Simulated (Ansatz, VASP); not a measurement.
**One calculation of TaCS, two programs**

INCAR

```
  ALGO = Normal
  DIPOL = 0.5 0.5 0.284
  EDIFF = 1E-6
  ENCUT = 520
  GGA = PE
  IDIPOL = 3
  ISIF = 2
  ISMEAR = 0
  ISPIN = 2
  LASPH = T
  LCHARG = F
  LDIPOL = T
  LMAXMIX = 4
  LORBIT = 11
  LREAL = F
  LWAVE = F
  MAGMOM = 1 0 0
  NBANDS = 22
  NELM = 150
  PREC = Accurate
  SIGMA = 0.1
```

KPOINTS

```
k-points
0
Gamma
  6 6 1
```

The input POSCAR:

```
TaCS
1.0
    3.3128487077      0.0000000000      0.0000000000
   -1.6564243539      2.8690111398      0.0000000000
    0.0000000000      0.0000000000     29.7639168800
Ta C S
1 1 1
Direct
    0.0000000000      0.0000000000      0.2732398557
    0.3333333333      0.6666666667      0.2468064823
    0.6666666667      0.3333333333      0.3328023842
```

Input for Ansatz:

```yaml
crystal:
  lattice:
    - [3.3128487077, 0.0, 0.0]
    - [-1.6564243539, 2.8690111398, 0.0]
    - [0.0, 0.0, 29.76391688]
  atoms:
    - { symbol: Ta, position: [0.0, 0.0, 0.2732398557], spin: 1.0 }
    - { symbol: C, position: [0.3333333333, 0.6666666667, 0.2468064823] }
    - { symbol: S, position: [0.6666666667, 0.3333333333, 0.3328023842] }
  periodic: [true, true, false]
basis:
  ecutwfc: 420
kpoints:
  mp_grid: { grid: [6, 6, 1] }
hamiltonian:
  xc: pbe
scf:
  occupations: { method: gaussian, width: 0.1 }
  lower_state_search: "off"
output:
  forces: true
  stress: true
  eigenvalues: true
  populations: true
magnetization:
  spin_polarized: true
```

Alike in both runs: task single point; functional PBE; k mesh 6 × 6 × 1; occupations gaussian, width 0.1 eV; collinear spin.

```csv
,VASP,Ansatz
version,VASP 6.6.1,Ansatz 0.2.0
potentials or method,"VASP PAW PBE potentials, release 64 (Ta_pv, C, S), cutoff 520 eV","scalar-relativistic, plane waves, PAW"
valence electrons in the cell,21,23
```

```csv
,VASP,Ansatz,Ansatz less VASP
gap on the k mesh at the Fermi level (eV),none,none,-
rms of the force components (eV/Å),0.105,0.088,-0.0173
net moment per atom (μB),0.23,0.23,-0.001
size of the moment on the site where the two differ most (μB),0.21,0.27,+0.057
```

Site moments also hang on the region over which each program counts them. Atom by atom the forces differ by 0.020 eV/Å (rms over components). A gap of «none» marks a metal or a gap that the smearing closes. VASP's potentials hold 21 valence electrons a cell and Ansatz's 23, so a difference there can come from the potentials and not from the codes.

The k mesh is coarse, so the values compare programs but aren't converged. Spin-orbit coupling is off throughout.
